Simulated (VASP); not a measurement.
# HfO2 (fluorite type) (Fm-3m) in VASP: a series of runs, part 2 of 2

VASP 6.6.1. The steps go on from the part before.

## Step 3: Single point, HSE06

This run uses another cell than the first one, of 10.97 Å³/atom.

POSCAR reads:

```
HfO2
1.0
    0.0000000000      2.5434219888      2.5434219888
    2.5434219888      0.0000000000      2.5434219888
    2.5434219888      2.5434219888      0.0000000000
Hf O
1 2
Direct
    0.0000000000      0.0000000000      0.0000000000
    0.2500000000      0.2500000000      0.2500000000
    0.7500000000      0.7500000000      0.7500000000
```

INCAR.step1 reads:

```
ALGO = Normal
EDIFF = 1E-5
ENCUT = 520
GGA = PE
ISIF = 2
ISMEAR = -1
LASPH = T
LREAL = F
LWAVE = T
NBANDS = 18
NELM = 80
PREC = Accurate
SIGMA = 0.05
```

INCAR.step2 reads:

```
ALGO = Normal
EDIFF = 1E-6
ENCUT = 520
GGA = PE
HFSCREEN = 0.2079
ISIF = 2
ISMEAR = -1
ISTART = 1
LASPH = T
LCHARG = T
LELF = T
LHFCALC = T
LREAL = F
LVHAR = T
LWAVE = F
NBANDS = 18
NELM = 80
PREC = Accurate
PRECFOCK = Normal
SIGMA = 0.05
```

KPOINTS reads:

```
k-points
0
Gamma
  4 4 4
```

Potentials or basis: VASP PAW PBE potentials, release 64 (Hf_pv, O).

Run with:

```console
$ cat potpaw_PBE.64/Hf_pv/POTCAR potpaw_PBE.64/O/POTCAR > POTCAR
$ cp INCAR.step1 INCAR
$ mpirun -np 1 vasp_std > vasp.out
$ cp INCAR.step2 INCAR
$ mpirun -np 1 vasp_std > vasp.out
```

OUTCAR:

```text
EDIFF = 1E-6
   ENCUT = 520
   GGA = PE
   HFSCREEN = 0.2079
   ISIF = 2
   ISMEAR = -1
   ISTART = 1
   LASPH = T
   LHFCALC = T
   LREAL = F
   NELM = 80
   PREC = Accurate
   PRECFOCK = Normal

 ion  position               nearest neighbor table
   1  0.000  0.000  0.000-   3 2.20   3 2.20   3 2.20   2 2.20   3 2.20   2 2.20   2 2.20   2 2.20

   2  0.250  0.250  0.250-   1 2.20   1 2.20   1 2.20   1 2.20
   3  0.750  0.750  0.750-   1 2.20   1 2.20   1 2.20   1 2.20

  LATTYP: Found a face centered cubic cell.
 ALAT       =     5.0868439776

  Lattice vectors:

 A1 = (   0.0000000000,   2.5434219888,   2.5434219888)
 A2 = (   2.5434219888,   0.0000000000,   2.5434219888)
 A3 = (   2.5434219888,   2.5434219888,   0.0000000000)

Analysis of symmetry for initial positions (statically):
=====================================================================
 Subroutine PRICEL returns:
 Original cell was already a primitive cell.

 Routine SETGRP: Setting up the symmetry group for a
 face centered cubic supercell.

 Subroutine GETGRP returns: Found 48 space group operations
 (whereof 48 operations were pure point group operations)
 out of a pool of 48 trial point group operations.

The static configuration has the point symmetry O_h .

Analysis of symmetry for dynamics (positions and initial velocities):
=====================================================================
 Subroutine PRICEL returns:
 Original cell was already a primitive cell.

 Routine SETGRP: Setting up the symmetry group for a
 face centered cubic supercell.

 Subroutine GETGRP returns: Found 48 space group operations
 (whereof 48 operations were pure point group operations)
 out of a pool of 48 trial point group operations.

The dynamic configuration has the point symmetry O_h .

 Subroutine INISYM returns: Found 48 space group operations
 (whereof 48 operations are pure point group operations),
 and found     1 'primitive' translations

----------------------------------------------------------------------------------------

                                     Primitive cell

  volume of cell :      32.9068

  direct lattice vectors                    reciprocal lattice vectors
     0.000000000  2.543421989  2.543421989    -0.196585546  0.196585546  0.196585546
     2.543421989  0.000000000  2.543421989     0.196585546 -0.196585546  0.196585546
     2.543421989  2.543421989  0.000000000     0.196585546  0.196585546 -0.196585546

  length of vectors
     3.596941871  3.596941871  3.596941871     0.340496153  0.340496153  0.340496153

  position of ions in fractional coordinates (direct lattice)
     0.000000000  0.000000000  0.000000000
     0.250000000  0.250000000  0.250000000
     0.750000000  0.750000000  0.750000000

  ion indices of the primitive-cell ions
   primitive index   ion index
                 1           1
                 2           2
                 3           3

----------------------------------------------------------------------------------------

 KPOINTS: k-points
[... 27 lines left out ...]
  0.500000  0.000000  0.000000      4.000000
  0.250000  0.250000  0.000000      6.000000
  0.500000  0.250000  0.000000     24.000000
 -0.250000  0.250000  0.000000     12.000000
  0.500000  0.500000  0.000000      3.000000
 -0.250000  0.500000  0.250000      6.000000
   k-points           NKPTS =      8   k-points in BZ     NKDIM =     64   number of bands    NBANDS=     18
   number of dos      NEDOS =    301   number of ions     NIONS =      3
   total plane-waves  NPLWV =  21952
   dimension x,y,z NGX =    28 NGY =   28 NGZ =   28
   dimension x,y,z NGXF=    56 NGYF=   56 NGZF=   56
   ions per type =               1   2
   NGX,Y,Z   is equivalent  to a cutoff of  12.94, 12.94, 12.94 a.u.
   NGXF,Y,Z  is equivalent  to a cutoff of  25.88, 25.88, 25.88 a.u.
 SYSTEM =  unknown system
   PREC   = accura    normal or accurate (medium, high low for compatibility)
   ISTART =      1    job   : 0-new  1-cont  2-samecut
   ICHARG =      0    charge: 1-file 2-atom 10-const
   ISPIN  =      1    spin polarized calculation?
   LNONCOLLINEAR =      F non collinear calculations
   LSORBIT =      F    spin-orbit coupling
   LASPH  =      T    aspherical Exc in radial PAW
   ENCUT  =  520.0 eV  38.22 Ry    6.18 a.u.   6.69  6.69  6.69*2*pi/ulx,y,z
   NELM   =     80;   NELMIN=  2; NELMDL=  0     # of ELM steps
   EDIFF  = 0.1E-05   stopping-criterion for ELM
   LREAL  =      F    real-space projection
   EDIFFG = 0.1E-04   stopping-criterion for IOM
   NSW    =      0    number of steps for IOM
   IBRION =     -1    ionic relax: 0-MD 1-quasi-New 2-CG
   NFREE  =      0    steps in history (QN), initial steepest desc. (CG)
   ISIF   =      2    stress and relaxation
   ISYM   =      3    0-nonsym 1-usesym 2-fastsym
   POTIM  = 0.5000    time-step for ionic-motion
   TEBEG  =    0.0;   TEEND  =   0.0 temperature during run
   PSTRESS=    0.0 pullay stress
   NELECT =      22.0000    total number of electrons
   NUPDOWN=      -1.0000    fix difference up-down
   EMIN   =  10.00;   EMAX   =-10.00  energy-range for DOS
   EFERMI =   0.00;   METHOD = LEGACY
   ISMEAR =    -1;   SIGMA  =   0.05  broadening in eV -4-tet -1-fermi 0-gaus
   EFERMI_NEDOS =   21; number of points for ismear=-14 and -15
   IALGO  =     38    algorithm
   IMIX   =      1    mixing-type and parameters
     AMIX     =   0.40;   BMIX     =  1.00
     AMIX_MAG =   1.60;   BMIX_MAG =  1.00
  volume/ion in A,a.u.               =      10.97        74.02
  Fermi-wavevector in a.u.,A,eV,Ry     =   1.431487  2.705118 27.880433  2.049154
  Thomas-Fermi vector in A             =   2.551218
   LORBIT       =      0    0 simple, 1 ext, 2 COOP (PROOUT), +10 PAW based schemes
   GGA     = PE    functional components
   LHFCALC =     T    Hartree Fock is set to
   PRECFOCK=normal    Normal, Fast or Accurate (Low or Medium for compatibility)
   ENCUT4O =  -1.0   cutoff for four orbital integrals eV
   NKREDX  =     1    reduce k-point grid by
   NKREDY  =     1    reduce k-point grid by
   NKREDZ  =     1    reduce k-point grid by
   AEXX    =    0.2500 exact exchange contribution
   HFSCREEN=    0.2079 screening length (either q_TF or 0.3 A-1)
   HFSCREENC=   0.2079 screening length for correlation (either q_TF or 0.3 A-1)
   ENCUTFOCK=  -1.0 apply spherical cutoff to Coloumb kernel
   IVDW    =     0    specifies the selected vdW correction
   LEPSILON=     F    determine dielectric tensor
   LRPA    =     F    only Hartree local field effects (RPA)
 non-spin polarized calculation
  energy-cutoff  :      520.00
  volume of cell :       32.91
 maximum number of plane-waves:       896
 NGX is ok and might be reduce to    28
  NGX = 24; NGY = 24; NGZ = 24

 number of electron      21.9999991 magnetization

 Free energy of the ion-electron system (eV)
  ---------------------------------------------------
  ext. energy  EPLUGINS =         0.00000000
  ---------------------------------------------------
  free energy    TOTEN  =       -36.23632102 eV

  energy without entropy =      -36.23632102  energy(sigma->0) =      -36.23632102

 E-fermi :   4.2254     XC(G=0):  -9.6555

 val. band max:        3.1548697277   @ k =   0.5000   0.5000   0.0000
 cond. band min:       8.4667285940   @ k =   0.5000   0.5000   0.0000
 fundamental gap:      5.3118588663
 Fermi energy:         4.2253792881

 k-point     1 :       0.0000    0.0000    0.0000
  band No.  band energies     occupation
      1     -28.1038      2.00000
      2     -28.1038      2.00000
      3     -28.1038      2.00000
      4     -17.2330      2.00000
      5     -14.0834      2.00000
      6      -2.5632      2.00000
[... 145 lines left out ...]
      5     -15.1802      2.00000
      6      -2.5250      2.00000
[... 10 lines left out ...]
     17      17.7381      0.00000
     18      18.6743      0.00000

------------------------ aborting loop because EDIFF is reached ----------------------------------------

  FORCE on cell =-STRESS in cart. coord.  units (eV):
  Direction    XX          YY          ZZ          XY          YZ          ZX
  --------------------------------------------------------------------------------------
  -------------------------------------------------------------------------------------
  Total       -1.9432427     -1.9432427     -1.9432427      0.0000000     -0.0000000      0.0000000
  in kB      -94.6133406    -94.6133406    -94.6133406      0.0000000     -0.0000000      0.0000000
  external PRESSURE =     -94.6133406 kB  Pullay stress =       0.0000000 kB

 VOLUME and BASIS-vectors are now :
 -----------------------------------------------------------------------------
  energy-cutoff  :      520.00
  volume of cell :       32.91
      direct lattice vectors                 reciprocal lattice vectors
     0.000000000  2.543421989  2.543421989    -0.196585546  0.196585546  0.196585546
     2.543421989  0.000000000  2.543421989     0.196585546 -0.196585546  0.196585546
     2.543421989  2.543421989  0.000000000     0.196585546  0.196585546 -0.196585546

 POSITION                                       TOTAL-FORCE (eV/Angst)
 -----------------------------------------------------------------------------------
      0.00000      0.00000      0.00000        -0.000000     -0.000000      0.000000
      1.27171      1.27171      1.27171         0.000000      0.000000      0.000000
      3.81513      3.81513      3.81513        -0.000000     -0.000000     -0.000000
 -----------------------------------------------------------------------------------
    total drift:                                0.000000      0.000000      0.000000

  FREE ENERGIE OF THE ION-ELECTRON SYSTEM (eV)
  ---------------------------------------------------
  free  energy   TOTEN  =       -36.2363210171 eV

  energy  without entropy=      -36.2363210171  energy(sigma->0) =      -36.23632102
```

Wall time 11 min (1 thread of Intel Xeon Platinum 8259CL at 2.50GHz (Skylake/Cascade Lake), shared host); peak memory 0.27 GiB.

Results:

```yaml
Free_energy: -36.2363 eV
Pressure: -9.5 GPa
Band_gap_on_the_k_mesh: 5.31 eV
```

Caveat: the k points lie up to 0.53 Å⁻¹ apart; the PAW data sets were made with another functional, which shifts forces and pressure a little; spin-orbit coupling is left out, which moves the levels of the heavy elements. A k mesh can miss the band edges.

## Step 4: Single point, HSE06

This run uses another cell than the first one, of 10.97 Å³/atom.

POSCAR is that of step 3.

INCAR.step1 reads:

```
SYSTEM = HfO2
ALGO = Normal ; EDIFF = 1E-5
ENCUT = 520 ; GGA = PE
ISIF = 2 ; ISMEAR = -1
LASPH = .TRUE. ; LCHARG = .FALSE.
LREAL = .FALSE. ; LWAVE = .TRUE.
NBANDS = 18 ; NELM = 80
PREC = Accurate ; SIGMA = 0.05
```

INCAR.step2 reads:

```
SYSTEM = HfO2
ALGO = Normal ; EDIFF = 1E-7
ENCUT = 520 ; GGA = PE
HFSCREEN = 0.2079 ; ISIF = 2
ISMEAR = -1 ; ISTART = 1
LASPH = .TRUE. ; LCHARG = .FALSE.
LHFCALC = .TRUE. ; LREAL = .FALSE.
LWAVE = .FALSE. ; NBANDS = 18
NELM = 80 ; PREC = Accurate
PRECFOCK = Normal ; SIGMA = 0.05
```

KPOINTS reads:

```
k-points
0
G
  4 4 4
  0 0 0
```

Run with:

```console
$ cat potpaw_PBE.64/Hf_pv/POTCAR potpaw_PBE.64/O/POTCAR > POTCAR
$ cp INCAR.step1 INCAR
$ mpirun -np 1 vasp_std > vasp.out
$ cp INCAR.step2 INCAR
$ mpirun -np 1 vasp_std > vasp.out
```

It took 14 min on 1 thread of Intel Xeon Platinum 8259CL at 2.50GHz (Skylake/Cascade Lake), shared host; peak memory 0.27 GiB.

The run converged. Its results:

```yaml
Free_energy: -36.2363 eV
Pressure: -9.4 GPa
Band_gap_on_the_k_mesh: 5.31 eV
```

Levels at points of the mesh, in eV from the valence-band top:
```
           k point  band 8  band 9  band 10  band 11  band 12  band 13  band 14  band 15
(0.00, 0.00, 0.00)   -5.72   -0.67    -0.67    -0.67     5.44     5.44     7.33    12.23
(0.50, 0.00, 0.00)   -3.28   -2.93    -2.01    -2.01     6.20     6.20     8.56    10.66
(0.50, 0.50, 0.00)   -3.77   -1.63    -1.63     0.00     5.31     7.20     8.19     9.79
```

Caveat: the k points lie up to 0.53 Å⁻¹ apart; the PAW data sets were made with another functional, which shifts forces and pressure a little; spin-orbit coupling is left out, which moves the levels of the heavy elements.

## Step 5: Single point, HSE06

This run uses another cell than the first one, of 11.29 Å³/atom.

POSCAR reads:

```
HfO2
1.0
    0.0000000000      2.5683590887      2.5683590887
    2.5683590887      0.0000000000      2.5683590887
    2.5683590887      2.5683590887      0.0000000000
Hf O
1 2
Direct
    0.0000000000      0.0000000000      0.0000000000
    0.2500000000      0.2500000000      0.2500000000
    0.7500000000      0.7500000000      0.7500000000
```

INCAR.step1 reads:

```
SYSTEM = HfO2
PREC = Accurate ; ENCUT = 520
EDIFF = 1E-5 ; ISMEAR = -1
SIGMA = 0.05 ; LREAL = .False.
LASPH = .True. ; NELM = 80
ALGO = Normal ; ISIF = 2
LWAVE = .True. ; LCHARG = .False.
NBANDS = 18 ; GGA = PE
```

INCAR.step2 reads:

```
SYSTEM = HfO2
PREC = Accurate ; ENCUT = 520
EDIFF = 1E-6 ; ISMEAR = -1
SIGMA = 0.05 ; LREAL = .False.
LASPH = .True. ; NELM = 80
ALGO = Normal ; ISIF = 2
LWAVE = .False. ; LCHARG = .False.
GGA = PE ; LHFCALC = .True.
HFSCREEN = 0.2079 ; PRECFOCK = Normal
NBANDS = 18 ; ISTART = 1
```

KPOINTS reads:

```
Automatic mesh
0
Gamma
  4 4 4
  0 0 0
```

Potentials or basis: VASP PAW PBE potentials, release 64 (Hf_pv, O).

Run with:

```console
$ cat potpaw_PBE.64/Hf_pv/POTCAR potpaw_PBE.64/O/POTCAR > POTCAR
$ cp INCAR.step1 INCAR
$ mpirun -np 1 vasp_std > vasp.out
$ cp INCAR.step2 INCAR
$ mpirun -np 1 vasp_std > vasp.out
```

OUTCAR:

```text
SYSTEM = HfO2
   PREC = Accurate
   ENCUT = 520
   EDIFF = 1E-6
   ISMEAR = -1
   LREAL = .False.
   LASPH = .True.
   NELM = 80
   ISIF = 2
   GGA = PE
   LHFCALC = .True.
   HFSCREEN = 0.2079
   PRECFOCK = Normal
   ISTART = 1

 ion  position               nearest neighbor table
   1  0.000  0.000  0.000-   2 2.22   3 2.22   3 2.22   3 2.22   3 2.22   2 2.22   2 2.22   2 2.22

   2  0.250  0.250  0.250-   1 2.22   1 2.22   1 2.22   1 2.22
   3  0.750  0.750  0.750-   1 2.22   1 2.22   1 2.22   1 2.22
[... 353 lines left out ...]

  FORCE on cell =-STRESS in cart. coord.  units (eV):
  Direction    XX          YY          ZZ          XY          YZ          ZX
  --------------------------------------------------------------------------------------
  -------------------------------------------------------------------------------------
  Total       -3.3879598     -3.3879598     -3.3879598     -0.0000000      0.0000000     -0.0000000
  in kB     -160.1959785   -160.1959785   -160.1959785     -0.0000000      0.0000000     -0.0000000
  external PRESSURE =    -160.1959785 kB  Pullay stress =       0.0000000 kB

 VOLUME and BASIS-vectors are now :
 -----------------------------------------------------------------------------
  energy-cutoff  :      520.00
  volume of cell :       33.88
      direct lattice vectors                 reciprocal lattice vectors
     0.000000000  2.568359089  2.568359089    -0.194676828  0.194676828  0.194676828
     2.568359089  0.000000000  2.568359089     0.194676828 -0.194676828  0.194676828
     2.568359089  2.568359089  0.000000000     0.194676828  0.194676828 -0.194676828

 POSITION                                       TOTAL-FORCE (eV/Angst)
 -----------------------------------------------------------------------------------
      0.00000      0.00000      0.00000         0.000000     -0.000000      0.000000
      1.28418      1.28418      1.28418        -0.000000     -0.000000     -0.000000
      3.85254      3.85254      3.85254         0.000000      0.000000      0.000000
 -----------------------------------------------------------------------------------
    total drift:                                0.000001      0.000002     -0.000003

  FREE ENERGIE OF THE ION-ELECTRON SYSTEM (eV)
  ---------------------------------------------------
  free  energy   TOTEN  =       -36.1593766216 eV

  energy  without entropy=      -36.1593766215  energy(sigma->0) =      -36.15937662
```

OUTCAR.step1:

```text
SYSTEM = HfO2
   PREC = Accurate
   ENCUT = 520
   EDIFF = 1E-5
   ISMEAR = -1
   LREAL = .False.
   LASPH = .True.
[... 374 lines left out ...]
      0.00000      0.00000      0.00000         0.000000      0.000000      0.000000
      1.28418      1.28418      1.28418         0.000000     -0.000000     -0.000000
      3.85254      3.85254      3.85254        -0.000000      0.000000     -0.000000
 -----------------------------------------------------------------------------------
    total drift:                                0.000000      0.000000      0.000000

  FREE ENERGIE OF THE ION-ELECTRON SYSTEM (eV)
  ---------------------------------------------------
  free  energy   TOTEN  =       -30.2134762371 eV

  energy  without entropy=      -30.2134762371  energy(sigma->0) =      -30.21347624
```

OSZICAR.step1:

```text
N       E                     dE             d eps       ncg     rms          rms(c)
DAV:   1     0.792863958729E+02    0.79286E+02   -0.12956E+04   296   0.121E+03
DAV:   2    -0.324097515490E+02   -0.11170E+03   -0.10801E+03   366   0.285E+02
DAV:   3    -0.360514475902E+02   -0.36417E+01   -0.36291E+01   346   0.432E+01
DAV:   4    -0.360715891551E+02   -0.20142E-01   -0.20136E-01   358   0.356E+00
DAV:   5    -0.360717060445E+02   -0.11689E-03   -0.11689E-03   314   0.263E-01    0.441E+01
DAV:   6    -0.303754100274E+02    0.56963E+01   -0.21056E+01   288   0.320E+01    0.394E+01
DAV:   7    -0.302593402602E+02    0.11607E+00   -0.67492E-01   324   0.679E+00    0.282E+01
DAV:   8    -0.302399702760E+02    0.19370E-01   -0.35993E-01   308   0.539E+00    0.977E+00
DAV:   9    -0.302129765591E+02    0.26994E-01   -0.71453E-02   298   0.232E+00    0.273E+00
DAV:  10    -0.302134477951E+02   -0.47124E-03   -0.34114E-03   308   0.442E-01    0.994E-02
DAV:  11    -0.302134580874E+02   -0.10292E-04   -0.19502E-04   330   0.111E-01    0.238E-01
DAV:  12    -0.302134754156E+02   -0.17328E-04   -0.49319E-05   312   0.468E-02    0.311E-02
DAV:  13    -0.302134762371E+02   -0.82153E-06   -0.16287E-06   216   0.969E-03
   1 F= -.30213476E+02 E0= -.30213476E+02  d E =-.194290E-10
```

Wall time 11 min (1 thread of Intel Xeon Platinum 8259CL at 2.50GHz (Skylake/Cascade Lake), shared host); peak memory 0.26 GiB.

Results:

| Item | Value |
| --- | --- |
| Free energy | -36.1594 eV |
| Pressure | -16.0 GPa |
| Band gap on the k mesh | 5.22 eV |

Caveat: the k points lie up to 0.53 Å⁻¹ apart; the PAW data sets were made with another functional, which shifts forces and pressure a little; spin-orbit coupling is left out, which moves the levels of the heavy elements.

## Step 6: Summary

```csv
cell,gap on the mesh (eV),pressure (GPa)
"a = 3.561 Å, angles 60.0°, 3 atoms",5.41,-1.8
"a = 3.597 Å, angles 60.0°, 3 atoms",5.31,-9.4
"a = 3.632 Å, angles 60.0°, 3 atoms",5.22,-16.0
```

Alike in all rows: task single point; level HSE06; potentials or basis VASP PAW PBE potentials, release 64 (Hf_pv, O); no spin polarisation; k mesh 4 × 4 × 4; cutoff (eV) 520; smearing fermi-dirac 0.05 eV.

Caveats: all runs use coarse meshes; the PAW data sets were made with another functional, which shifts forces and pressure a little; spin-orbit coupling is left out, which moves the levels of the heavy elements.

Absolute energies hang on the potentials; compare differences alone.
